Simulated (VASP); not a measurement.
# Sr: single point with PBEsol

Sr:

```
CELL_PARAMETERS angstrom
4.26996 0.00000 0.00000
-2.13498 3.69790 0.00000
0.00000 0.00000 6.63766
ATOMIC_POSITIONS crystal
Sr 0.33333 0.66667 0.25000
Sr 0.66667 0.33333 0.75000
```

This isn't the form of Sr at room conditions, which is fcc.

* Program: VASP 6.6.1
* Task: single point
* Functional: PBEsol
* Potentials or basis: VASP PAW PBE potentials, release 64 (Sr_sv)
* Cutoff: 520 eV
* k mesh: 15 × 15 × 8
* Occupations: gaussian, width 0.15 eV
* Spin: no spin polarisation
* Dipole correction: no
* Further INCAR settings: ALGO = Fast; EDIFF = 1e-06; NBANDS = 17

| Quantity | Value |
| --- | --- |
| Pressure | 0.0 GPa |
| Band gap on the k mesh | zero (bands 10 and 11 overlap by 0.32 eV) |

Stress tensor (GPa, compression positive):
```
-0.35  0.00  0.00
 0.00 -0.35  0.00
 0.00  0.00  0.84
```

Levels at points of the mesh, in eV from the Fermi level:
```tsv
k point	band 6	band 7	band 8	band 9	band 10	band 11	band 12	band 13	band 14	band 15
(0.00, 0.00, 0.00)	-18.35	-18.35	-18.35	-3.76	-1.07	0.32	2.25	2.25	2.58	2.75
(0.00, 0.00, 0.50)	-18.38	-18.38	-18.38	-2.70	-2.70	1.44	1.44	2.20	2.20	2.20
```

Wall time 2.7 min on 1 thread of Intel(R) Xeon(R) Platinum 8259CL CPU @ 2.50GHz (Skylake/Cascade Lake) (shared host), peak memory 0.36 GiB.

Caveat: the PAW data sets were made with another functional, which shifts forces and pressure a little.
